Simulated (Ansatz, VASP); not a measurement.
# Two plane-wave programs on MoS

Contents of INCAR:

```
PREC = Accurate
ENCUT = 520
EDIFF = 1E-6
ISMEAR = 0
SIGMA = 0.1
LREAL = False
LASPH = True
NELM = 150
ALGO = Normal
ISIF = 2
LWAVE = False
LCHARG = True
LMAXMIX = 4
LDAU = True
LDAUTYPE = 2
LDAUL = 2 -1
LDAUU = 4.38 0
LDAUJ = 0 0
LDAUPRINT = 1
GGA = PE
LELF = True
LVHAR = True
NBANDS = 17
```

The input KPOINTS:

```
Automatic mesh
0
Gamma
  12 12 12
```

Contents of POSCAR:

```
MoS
1.0
    0.0000000000      2.8296912631      2.8296912631
    2.8296912631      0.0000000000      2.8296912631
    2.8296912631      2.8296912631      0.0000000000
Mo S
1 1
Direct
    0.0000000000      0.0000000000      0.0000000000
    0.2500000000      0.2500000000      0.2500000000
```

Input for Ansatz:

```yaml
crystal:
  lattice:
    - [0.0, 2.8296912642, 2.8296912642]
    - [2.8296912642, 0.0, 2.8296912642]
    - [2.8296912642, 2.8296912642, 0.0]
  atoms:
    - { symbol: Mo, position: [0.0, 0.0, 0.0] }
    - { symbol: S, position: [0.25, 0.25, 0.25] }
basis:
  ecutwfc: 420
kpoints:
  mp_grid: { grid: [12, 12, 12] }
hamiltonian:
  xc: pbe
  hubbard: { sites: [{ species: Mo, l: d, u_eff: 4.38 }] }
scf:
  occupations: { method: gaussian, width: 0.1 }
output:
  forces: true
  stress: true
  eigenvalues: true
```

Alike in both runs: task single point; functional PBE; k mesh 12 × 12 × 12; occupations gaussian, width 0.1 eV; no spin polarisation; Hubbard terms Mo d U = 4.38 eV.

|  | VASP | Ansatz |
| --- | --- | --- |
| version | VASP 6.6.1 | Ansatz 0.2.0 |
| potentials or method | VASP PAW PBE potentials, release 64 (Mo_sv, S), cutoff 520 eV | scalar-relativistic, plane waves, PAW |
| valence electrons in the cell | 20 | 20 |

Ansatz gave:

```
pressure (GPa) : -0.2
```

Q: Which values does VASP return?

A: Pressure (GPa): -7.2.

The programs project onto different local orbitals, so the same U acts differently, and such runs can settle in different states.
